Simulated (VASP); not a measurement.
# LaFeGe (P-6m2) in VASP: single point with PBEsol

Aim: the single point of LaFeGe with PBEsol.

Program: VASP 6.6.1. These are calculated values, not measurements. Logs are shortened: lines on timing, memory, paths and dates and some standing lists are left out, and cuts for length are marked.

**1. The cell of the first run**

Symmetry: P-6m2, No. 187, hexagonal system. Conventional cell: a = 4.232 Å, b = 4.232 Å, c = 4.286 Å, α = 90.00°, β = 90.00°, γ = 120.00°. Within 4.3 Å of La (site symmetry -6m2) lie 6 Fe at 3.25 Å and 6 Ge at 3.25 Å and 8 La at 4.23 to 4.29 Å. Within 3.3 Å of Fe (site symmetry -6m2) lie 3 Ge at 2.44 Å and 6 La at 3.25 Å. Within 3.3 Å of Ge (site symmetry -6m2) lie 3 Fe at 2.44 Å and 6 La at 3.25 Å.

**2. Single point, PBEsol, collinear spin, ferromagnetic start**

The input, INCAR:

```
SYSTEM = LaFeGe
PREC     = Accurate       ! precision mode
ENCUT    = 520            ! plane-wave cutoff, eV
EDIFF    = 1E-6           ! SCF threshold, eV
ISMEAR   = -1             ! smearing method
SIGMA    = 0.1            ! smearing width, eV
LREAL    = .False.        ! projectors in reciprocal space
LASPH    = .True.         ! aspherical terms in the spheres
NELM     = 150            ! most SCF steps
ALGO     = Normal         ! electronic algorithm
ISIF     = 2              ! what is computed and relaxed
LWAVE    = .False.        ! write WAVECAR
LCHARG   = .False.        ! write CHGCAR
ISPIN    = 2              ! spin polarisation
MAGMOM   = 0 2.4 0        ! initial moments
LORBIT   = 11             ! projections on sites
LMAXMIX  = 6              ! l up to which the mixer works
GGA      = PS             ! functional
NBANDS   = 28             ! bands
```

The input, KPOINTS:

```
Automatic mesh
0
Gamma
  5 5 5
  0 0 0
```

The input, POSCAR:

```
LaFeGe
1.0
    4.2318080000      0.0000000000      0.0000000000
   -2.1159040000      3.6648530000      0.0000000000
    0.0000000000      0.0000000000      4.2857840000
La Fe Ge
1 1 1
Direct
    0.0000000000      0.0000000000      0.0000000000
    0.3333333333      0.6666666667      0.5000000000
    0.6666666667      0.3333333333      0.5000000000
```

Potentials or basis: VASP PAW PBE potentials, release 64 (La, Fe, Ge_d).

Run with:

```
$ cat potpaw_PBE.64/La/POTCAR potpaw_PBE.64/Fe/POTCAR potpaw_PBE.64/Ge_d/POTCAR > POTCAR
$ mpirun -np 1 vasp_std > vasp.out
```

OUTCAR:

```text
SYSTEM = LaFeGe
   PREC = Accurate
   ENCUT = 520
   EDIFF = 1E-6
   ISMEAR = -1
   LREAL = .False.
   LASPH = .True.
   NELM = 150
   ISIF = 2
   ISPIN = 2
   LORBIT = 11
   GGA = PS

 ion  position               nearest neighbor table
   1  0.000  0.000  0.000-   2 3.25   2 3.25   3 3.25   3 3.25   2 3.25   3 3.25   2 3.25   3 3.25
                             3 3.25   3 3.25   2 3.25   2 3.25
   2  0.333  0.667  0.500-   3 2.44   3 2.44   3 2.44   1 3.25   1 3.25   1 3.25   1 3.25   1 3.25
                             1 3.25
   3  0.667  0.333  0.500-   2 2.44   2 2.44   2 2.44   1 3.25   1 3.25   1 3.25   1 3.25   1 3.25
                             1 3.25

  LATTYP: Found a hexagonal cell.
 ALAT       =     4.2318080000
 C/A-ratio  =     1.0127548320

  Lattice vectors:

 A1 = (   4.2318080000,   0.0000000000,   0.0000000000)
 A2 = (  -2.1159040000,   3.6648530000,   0.0000000000)
 A3 = (   0.0000000000,   0.0000000000,   4.2857840000)

Analysis of symmetry for initial positions (statically):
=====================================================================
 Subroutine PRICEL returns:
 Original cell was already a primitive cell.

 Routine SETGRP: Setting up the symmetry group for a
 hexagonal supercell.

 Subroutine GETGRP returns: Found 12 space group operations
 (whereof 12 operations were pure point group operations)
 out of a pool of 24 trial point group operations.

The static configuration has the point symmetry D_3h.

Analysis of symmetry for dynamics (positions and initial velocities):
=====================================================================
 Subroutine PRICEL returns:
 Original cell was already a primitive cell.

 Routine SETGRP: Setting up the symmetry group for a
 hexagonal supercell.

 Subroutine GETGRP returns: Found 12 space group operations
 (whereof 12 operations were pure point group operations)
 out of a pool of 24 trial point group operations.

The dynamic configuration has the point symmetry D_3h.

Analysis of structural, dynamic, and magnetic symmetry:
=====================================================================
 Subroutine PRICEL returns:
 Original cell was already a primitive cell.

 Routine SETGRP: Setting up the symmetry group for a
 hexagonal supercell.

 Subroutine GETGRP returns: Found 12 space group operations
 (whereof 12 operations were pure point group operations)
 out of a pool of 24 trial point group operations.

The overall configuration has the point symmetry D_3h.
[... 115 lines left out ...]
   LORBIT       =     11    0 simple, 1 ext, 2 COOP (PROOUT), +10 PAW based schemes
   GGA     = PS    functional components
   LHFCALC =     F    Hartree Fock is set to
   AEXX    =    0.0000 exact exchange contribution
   IVDW    =     0    specifies the selected vdW correction
   LEPSILON=     F    determine dielectric tensor
   LRPA    =     F    only Hartree local field effects (RPA)
 spin polarized calculation
  energy-cutoff  :      520.00
  volume of cell :       66.47
 maximum number of plane-waves:      1802
 NGX is ok and might be reduce to    32
   NGX = 15   NGY = 15   NGZ = 15

 number of electron      32.9999990 magnetization       2.0996496

 Free energy of the ion-electron system (eV)
  ---------------------------------------------------
  ext. energy  EPLUGINS =         0.00000000
  ---------------------------------------------------
  free energy    TOTEN  =       -20.30407213 eV

  energy without entropy =      -20.16312849  energy(sigma->0) =      -20.23360031

 E-fermi :   6.8226     XC(G=0): -10.8261

 val. band max:        6.8126373254   @ k =   0.4000   0.0000   0.4000
 cond. band min:       6.8371853975   @ k =   0.4000   0.2000   0.4000
 fundamental gap:      0.0245480721
 Fermi energy:         6.8226284456

 spin component 1

 k-point     1 :       0.0000    0.0000    0.0000
  band No.  band energies     occupation
      1     -25.4308      1.00000
      2     -16.7944      1.00000
      3     -16.7708      1.00000
      4     -16.7707      1.00000
      5     -16.7410      1.00000
      6     -16.7410      1.00000
[... 454 lines left out ...]
     27      11.1628      0.00000
     28      11.5785      0.00000
 Fermi energy:         6.8226284456

 spin component 2

 k-point     1 :       0.0000    0.0000    0.0000
  band No.  band energies     occupation
      1     -25.4652      1.00000
      2     -16.7836      1.00000
      3     -16.7680      1.00000
      4     -16.7680      1.00000
      5     -16.7475      1.00000
      6     -16.7475      1.00000
[... 454 lines left out ...]
     27      11.3098      0.00000
     28      11.6032      0.00000

------------------------ aborting loop because EDIFF is reached ----------------------------------------

  FORCE on cell =-STRESS in cart. coord.  units (eV):
  Direction    XX          YY          ZZ          XY          YZ          ZX
  --------------------------------------------------------------------------------------
  -------------------------------------------------------------------------------------
  Total       -1.7501767     -1.7501764     -1.5498689      0.0000000     -0.0000000      0.0000000
  in kB      -42.1871006    -42.1870953    -37.3587865      0.0000000     -0.0000000      0.0000000
  external PRESSURE =     -40.5776608 kB  Pullay stress =       0.0000000 kB

 VOLUME and BASIS-vectors are now :
 -----------------------------------------------------------------------------
  energy-cutoff  :      520.00
  volume of cell :       66.47
      direct lattice vectors                 reciprocal lattice vectors
     4.231808000  0.000000000  0.000000000     0.236305617  0.136431120  0.000000000
    -2.115904000  3.664853000  0.000000000     0.000000000  0.272862240  0.000000000
     0.000000000  0.000000000  4.285784000     0.000000000  0.000000000  0.233329538

 POSITION                                       TOTAL-FORCE (eV/Angst)
 -----------------------------------------------------------------------------------
      0.00000      0.00000      0.00000        -0.000000     -0.000000      0.000000
     -0.00000      2.44324      2.14289        -0.000000      0.000000      0.000000
      2.11590      1.22162      2.14289         0.000000     -0.000000      0.000000
 -----------------------------------------------------------------------------------
    total drift:                               -0.000001      0.000001      0.000000

  FREE ENERGIE OF THE ION-ELECTRON SYSTEM (eV)
  ---------------------------------------------------
  free  energy   TOTEN  =       -20.3040721280 eV

  energy  without entropy=      -20.1631284930  energy(sigma->0) =      -20.23360031

 total charge

# of ion       s       p       d       f       tot
--------------------------------------------------
    1        2.044   5.622   0.711   0.134   8.511
    2        0.458   0.352   6.269   0.000   7.079
    3        1.129   1.301  10.017   0.000  12.447
--------------------------------------------------
tot          3.630   7.275  16.997   0.134  28.036

 magnetization (x)

# of ion       s       p       d       f       tot
--------------------------------------------------
    1       -0.006   0.004  -0.054  -0.005  -0.062
    2        0.027   0.033   2.108   0.000   2.167
    3        0.001  -0.008   0.002   0.000  -0.005
--------------------------------------------------
tot          0.022   0.028   2.056  -0.005   2.101
```

stdout:

```text
POSCAR found type information on POSCAR LaFeGe
 POSCAR found :  3 types and       3 ions
 scaLAPACK will be used
 -----------------------------------------------------------------------------
|                                                                             |
|                                                                             |
|     You enforced a specific xc type in the INCAR file but a different       |
|     I HOPE YOU KNOW WHAT YOU ARE DOING!                                     |
|                                                                             |
 -----------------------------------------------------------------------------

 LDA part: xc-table for (Slater+PW92), standard interpolation
 POSCAR, INCAR and KPOINTS ok, starting setup
 FFT: planning ... GRIDC
 FFT: planning ... GRID_SOFT
 FFT: planning ... GRID
 WAVECAR not read
 entering main loop
```

It took 2.5 min on 1 thread of Intel Xeon Platinum 8259CL at 2.50GHz (Skylake/Cascade Lake), shared host; peak memory 0.23 GiB.

What came out:

| Property | Result |
| --- | --- |
| Free energy | -20.3041 eV |
| Pressure | -4.1 GPa |
| Net moment | 2.10 μB per cell |
| Site moments | La -0.06; Fe +2.17; Ge -0.01 μB |
| Valence electrons inside the program's atomic spheres | La 8.51; Fe 7.08; Ge 12.45 |

Levels at points of the mesh, in eV from the Fermi level:
Spin up:
| k point | band 14 | band 15 | band 16 | band 17 | band 18 | band 19 | band 20 | band 21 | band 22 | band 23 |
| --- | --- | --- | --- | --- | --- | --- | --- | --- | --- | --- |
| (0.00, 0.00, 0.00) | -1.84 | -1.84 | 0.08 | 0.32 | 0.32 | 0.45 | 1.83 | 2.48 | 2.48 | 2.56 |
Spin down:
```tsv
k point	band 12	band 13	band 14	band 15	band 16	band 17	band 18	band 19	band 20	band 21
(0.00, 0.00, 0.00)	-2.04	-1.71	-0.17	-0.17	0.17	0.87	0.93	0.93	2.39	2.57
```

Caveat: the cell stands under tension; the PAW data sets were made with another functional, which shifts forces and pressure a little; spin-orbit coupling is left out, which moves the levels of the heavy elements.
